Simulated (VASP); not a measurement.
# CaSe (Fm-3m) in VASP: notebook

The runs below take CaSe through single point, with PBEsol.

All numbers are computed with VASP 6.6.1; they aren't measurements. Logs are shortened: lines on timing, memory, paths and dates and some standing lists are left out, and cuts for length are marked.

## Step 1: The cell of the first run

Symmetry: Fm-3m, No. 225, cubic system. Conventional cell: a = 5.789 Å, b = 5.789 Å, c = 5.789 Å, α = 90.00°, β = 90.00°, γ = 90.00°. Ca (site symmetry m-3m) has 6 Se at 2.89 Å within 3.8 Å. Within 3.8 Å of Se (site symmetry m-3m) lie 6 Ca at 2.89 Å.

## Step 2: Single point, PBEsol (volume scaled by 0.960)

INCAR

```
SYSTEM = CaSe
ALGO     = Normal         ! electronic algorithm
EDIFF    = 1E-6           ! SCF threshold, eV
ENCUT    = 520            ! plane-wave cutoff, eV
GGA      = PS             ! functional
ISIF     = 2              ! what is computed and relaxed
ISMEAR   = 0              ! smearing method
LASPH    = .True.         ! aspherical terms in the spheres
LCHARG   = .False.        ! write CHGCAR
LREAL    = .False.        ! projectors in reciprocal space
LWAVE    = .False.        ! write WAVECAR
NBANDS   = 15             ! bands
NELM     = 60             ! most SCF steps
PREC     = Accurate       ! precision mode
SIGMA    = 0.05           ! smearing width, eV
```

KPOINTS

```
k-points
0
Gamma
  10 10 10
  0 0 0
```

POSCAR

```
CaSe
1.0
    0.0000000000      2.8946082816      2.8946082816
    2.8946082816      0.0000000000      2.8946082816
    2.8946082816      2.8946082816      0.0000000000
Ca Se
1 1
Direct
    0.5000000000      0.5000000000      0.5000000000
    0.0000000000      0.0000000000      0.0000000000
```

Potentials or basis: VASP PAW PBE potentials, release 64 (Ca_sv, Se).

Launch:

```console
> cat potpaw_PBE.64/Ca_sv/POTCAR potpaw_PBE.64/Se/POTCAR > POTCAR
> mpirun -np 1 vasp_std > vasp.out
```

OUTCAR:

```text
SYSTEM = CaSe
   EDIFF = 1E-6
   ENCUT = 520
   GGA = PS
   ISIF = 2
   ISMEAR = 0
   LASPH = .True.
   LREAL = .False.
   NELM = 60
   PREC = Accurate

 ion  position               nearest neighbor table
   1  0.500  0.500  0.500-   2 2.89   2 2.89   2 2.89   2 2.89   2 2.89   2 2.89
   2  0.000  0.000  0.000-   1 2.89   1 2.89   1 2.89   1 2.89   1 2.89   1 2.89

  LATTYP: Found a face centered cubic cell.
 ALAT       =     5.7892165632

  Lattice vectors:

 A1 = (   0.0000000000,   2.8946082816,   2.8946082816)
 A2 = (   2.8946082816,   0.0000000000,   2.8946082816)
 A3 = (   2.8946082816,   2.8946082816,   0.0000000000)

Analysis of symmetry for initial positions (statically):
=====================================================================
 Subroutine PRICEL returns:
 Original cell was already a primitive cell.

 Routine SETGRP: Setting up the symmetry group for a
 face centered cubic supercell.

 Subroutine GETGRP returns: Found 48 space group operations
 (whereof 48 operations were pure point group operations)
 out of a pool of 48 trial point group operations.

The static configuration has the point symmetry O_h .

Analysis of symmetry for dynamics (positions and initial velocities):
=====================================================================
 Subroutine PRICEL returns:
 Original cell was already a primitive cell.

 Routine SETGRP: Setting up the symmetry group for a
 face centered cubic supercell.

 Subroutine GETGRP returns: Found 48 space group operations
 (whereof 48 operations were pure point group operations)
 out of a pool of 48 trial point group operations.

The dynamic configuration has the point symmetry O_h .

 Subroutine INISYM returns: Found 48 space group operations
 (whereof 48 operations are pure point group operations),
 and found     1 'primitive' translations

----------------------------------------------------------------------------------------

                                     Primitive cell

  volume of cell :      48.5064

  direct lattice vectors                    reciprocal lattice vectors
     0.000000000  2.894608282  2.894608282    -0.172734944  0.172734944  0.172734944
     2.894608282  0.000000000  2.894608282     0.172734944 -0.172734944  0.172734944
     2.894608282  2.894608282  0.000000000     0.172734944  0.172734944 -0.172734944

  length of vectors
     4.093594290  4.093594290  4.093594290     0.299185700  0.299185700  0.299185700

  position of ions in fractional coordinates (direct lattice)
     0.500000000  0.500000000  0.500000000
     0.000000000  0.000000000  0.000000000

  ion indices of the primitive-cell ions
   primitive index   ion index
                 1           1
                 2           2

----------------------------------------------------------------------------------------

 KPOINTS: k-points

Automatic generation of k-mesh.
 Grid dimensions read from file:
 generate k-points for:   10   10   10

 Generating k-lattice:

  Cartesian coordinates                     Fractional coordinates (reciprocal lattice)
    -0.017273494  0.017273494  0.017273494     0.100000000  0.000000000  0.000000000
     0.017273494 -0.017273494  0.017273494     0.000000000  0.100000000  0.000000000
     0.017273494  0.017273494 -0.017273494     0.000000000  0.000000000  0.100000000

  Length of vectors
     0.029918570  0.029918570  0.029918570

  Shift w.r.t. Gamma in fractional coordinates (k-lattice)
     0.000000000  0.000000000  0.000000000

 Subroutine IBZKPT returns following result:
 ===========================================

 Found     47 irreducible k-points:

 Following reciprocal coordinates:
            Coordinates               Weight
  0.000000  0.000000  0.000000      1.000000
  0.100000  0.000000  0.000000      8.000000
  0.200000  0.000000  0.000000      8.000000
  0.300000  0.000000  0.000000      8.000000
  0.400000  0.000000  0.000000      8.000000
  0.500000  0.000000  0.000000      4.000000
[... 16 lines left out ...]
  0.300000  0.300000  0.000000      6.000000
  0.400000  0.300000  0.000000     24.000000
 [... further k-points ...]
   k-points           NKPTS =     47   k-points in BZ     NKDIM =     47   number of bands    NBANDS=     15
   number of dos      NEDOS =    301   number of ions     NIONS =      2
   total plane-waves  NPLWV =  27000
   dimension x,y,z NGX =    30 NGY =   30 NGZ =   30
   dimension x,y,z NGXF=    60 NGYF=   60 NGZF=   60
   ions per type =               1   1
   NGX,Y,Z   is equivalent  to a cutoff of  12.18, 12.18, 12.18 a.u.
   NGXF,Y,Z  is equivalent  to a cutoff of  24.37, 24.37, 24.37 a.u.
 SYSTEM =  CaSe
   PREC   = accura    normal or accurate (medium, high low for compatibility)
   ISTART =      0    job   : 0-new  1-cont  2-samecut
   ICHARG =      2    charge: 1-file 2-atom 10-const
   ISPIN  =      1    spin polarized calculation?
   LNONCOLLINEAR =      F non collinear calculations
   LSORBIT =      F    spin-orbit coupling
   LASPH  =      T    aspherical Exc in radial PAW
   ENCUT  =  520.0 eV  38.22 Ry    6.18 a.u.   7.61  7.61  7.61*2*pi/ulx,y,z
   NELM   =     60;   NELMIN=  2; NELMDL= -5     # of ELM steps
   EDIFF  = 0.1E-05   stopping-criterion for ELM
   LREAL  =      F    real-space projection
   EDIFFG = 0.1E-04   stopping-criterion for IOM
   NSW    =      0    number of steps for IOM
   IBRION =     -1    ionic relax: 0-MD 1-quasi-New 2-CG
   NFREE  =      0    steps in history (QN), initial steepest desc. (CG)
   ISIF   =      2    stress and relaxation
   ISYM   =      2    0-nonsym 1-usesym 2-fastsym
   POTIM  = 0.5000    time-step for ionic-motion
   TEBEG  =    0.0;   TEEND  =   0.0 temperature during run
   PSTRESS=    0.0 pullay stress
   NELECT =      16.0000    total number of electrons
   NUPDOWN=      -1.0000    fix difference up-down
   EMIN   =  10.00;   EMAX   =-10.00  energy-range for DOS
   EFERMI =   0.00;   METHOD = LEGACY
   ISMEAR =     0;   SIGMA  =   0.05  broadening in eV -4-tet -1-fermi 0-gaus
   EFERMI_NEDOS =   21; number of points for ismear=-14 and -15
   IALGO  =     38    algorithm
   IMIX   =      4    mixing-type and parameters
     AMIX     =   0.40;   BMIX     =  1.00
     AMIX_MAG =   1.60;   BMIX_MAG =  1.00
  volume/ion in A,a.u.               =      24.25       163.67
  Fermi-wavevector in a.u.,A,eV,Ry     =   1.131137  2.137538 17.408244  1.279470
  Thomas-Fermi vector in A             =   2.267835
   LORBIT       =      0    0 simple, 1 ext, 2 COOP (PROOUT), +10 PAW based schemes
   GGA     = PS    functional components
   LHFCALC =     F    Hartree Fock is set to
   AEXX    =    0.0000 exact exchange contribution
   IVDW    =     0    specifies the selected vdW correction
   LEPSILON=     F    determine dielectric tensor
   LRPA    =     F    only Hartree local field effects (RPA)
 non-spin polarized calculation
 Gauss-broadening in eV      SIGMA  =   0.05
  energy-cutoff  :      520.00
  volume of cell :       48.51
 maximum number of plane-waves:      1326
   NGX = 15   NGY = 15   NGZ = 15

 number of electron      16.0000000 magnetization

 Free energy of the ion-electron system (eV)
  ---------------------------------------------------
  ext. energy  EPLUGINS =         0.00000000
  ---------------------------------------------------
  free energy    TOTEN  =       -10.05680431 eV

  energy without entropy =      -10.05680431  energy(sigma->0) =      -10.05680431

 E-fermi :   3.1694     XC(G=0):  -9.6052

 val. band max:        2.8066996215   @ k =   0.0000   0.0000   0.0000
 cond. band min:       4.5590152503   @ k =   0.5000   0.5000   0.0000
 fundamental gap:      1.7523156288
 Fermi energy:         3.1693814055

 k-point     1 :       0.0000    0.0000    0.0000
  band No.  band energies     occupation
      1     -36.5476      2.00000
      2     -17.6354      2.00000
      3     -17.6354      2.00000
      4     -17.6354      2.00000
      5      -9.2553      2.00000
      6       2.8067      2.00000
      7       2.8067      2.00000
      8       2.8067      2.00000
      9       6.3467      0.00000
     10       6.4142      0.00000
     11       6.4142      0.00000
     12       6.4142      0.00000
     13       7.0832      0.00000
     14       7.0832      0.00000
     15      12.4237      0.00000

 k-point     2 :       0.1000    0.0000    0.0000
  band No.  band energies     occupation
      1     -36.5466      2.00000
      2     -17.6515      2.00000
      3     -17.6364      2.00000
      4     -17.6364      2.00000
      5      -9.1829      2.00000
      6       2.2236      2.00000
      7       2.6175      2.00000
      8       2.6175      2.00000
      9       6.3841      0.00000
     10       6.5707      0.00000
     11       6.5707      0.00000
     12       7.0222      0.00000
     13       7.3833      0.00000
     14       7.3833      0.00000
     15      12.6551      0.00000

 k-point     3 :       0.2000    0.0000    0.0000
  band No.  band energies     occupation
      1     -36.5441      2.00000
      2     -17.6931      2.00000
      3     -17.6389      2.00000
      4     -17.6389      2.00000
      5      -8.9866      2.00000
      6       1.1447      2.00000
      7       2.2105      2.00000
      8       2.2105      2.00000
      9       6.4076      0.00000
     10       6.9611      0.00000
     11       6.9611      0.00000
     12       8.1680      0.00000
     13       8.1680      0.00000
     14       8.2751      0.00000
     15      12.6789      0.00000
[... 343 lines left out ...]
 k-point    23 :       0.3000    0.3000    0.0000
  band No.  band energies     occupation
      1     -36.5388      2.00000
      2     -17.7207      2.00000
      3     -17.6651      2.00000
      4     -17.6651      2.00000
      5      -8.7296      2.00000
      6       0.2259      2.00000
      7       2.0035      2.00000
      8       2.0035      2.00000
      9       5.0581      0.00000
     10       7.6170      0.00000
     11       7.7231      0.00000
     12       8.6342      0.00000
     13       8.6342      0.00000
     14      10.8260      0.00000
     15      12.1260      0.00000

 k-point    24 :       0.4000    0.3000    0.0000
  band No.  band energies     occupation
      1     -36.5368      2.00000
      2     -17.7371      2.00000
      3     -17.6737      2.00000
      4     -17.6696      2.00000
      5      -8.6319      2.00000
      6       0.0789      2.00000
      7       1.6597      2.00000
      8       1.8509      2.00000
      9       5.1356      0.00000
     10       7.9164      0.00000
     11       8.2026      0.00000
     12       8.8677      0.00000
     13       8.8725      0.00000
     14       9.9386      0.00000
     15      12.2901      0.00000

 [... further k-points ...]
[... 5 lines left out ...]
  --------------------------------------------------------------------------------------
  -------------------------------------------------------------------------------------
  Total        0.7722366      0.7722366      0.7722366      0.0000000      0.0000000     -0.0000000
  in kB       25.5071267     25.5071267     25.5071267      0.0000000      0.0000000     -0.0000000
  external PRESSURE =      25.5071267 kB  Pullay stress =       0.0000000 kB

 VOLUME and BASIS-vectors are now :
 -----------------------------------------------------------------------------
  energy-cutoff  :      520.00
  volume of cell :       48.51
      direct lattice vectors                 reciprocal lattice vectors
     0.000000000  2.894608282  2.894608282    -0.172734944  0.172734944  0.172734944
     2.894608282  0.000000000  2.894608282     0.172734944 -0.172734944  0.172734944
     2.894608282  2.894608282  0.000000000     0.172734944  0.172734944 -0.172734944

 POSITION                                       TOTAL-FORCE (eV/Angst)
 -----------------------------------------------------------------------------------
      2.89461      2.89461      2.89461        -0.000000      0.000000      0.000000
      0.00000      0.00000      0.00000         0.000000      0.000000      0.000000
 -----------------------------------------------------------------------------------
    total drift:                                0.000000      0.000000      0.000000

  FREE ENERGIE OF THE ION-ELECTRON SYSTEM (eV)
  ---------------------------------------------------
  free  energy   TOTEN  =       -10.0568043096 eV

  energy  without entropy=      -10.0568043096  energy(sigma->0) =      -10.05680431
```

Wall time 28 s (1 thread of Intel Xeon Platinum 8259CL at 2.50GHz (Skylake/Cascade Lake), shared host); peak memory 0.19 GiB.

What came out:

| Property | Result |
| --- | --- |
| Free energy | -10.0568 eV |
| Pressure | 2.6 GPa |
| Band gap on the k mesh | 1.75 eV, indirect (least direct gap 2.76 eV) |

Caveat: the PAW data sets were made with another functional, which shifts forces and pressure a little.

(Part 1 of 2 ends here.)
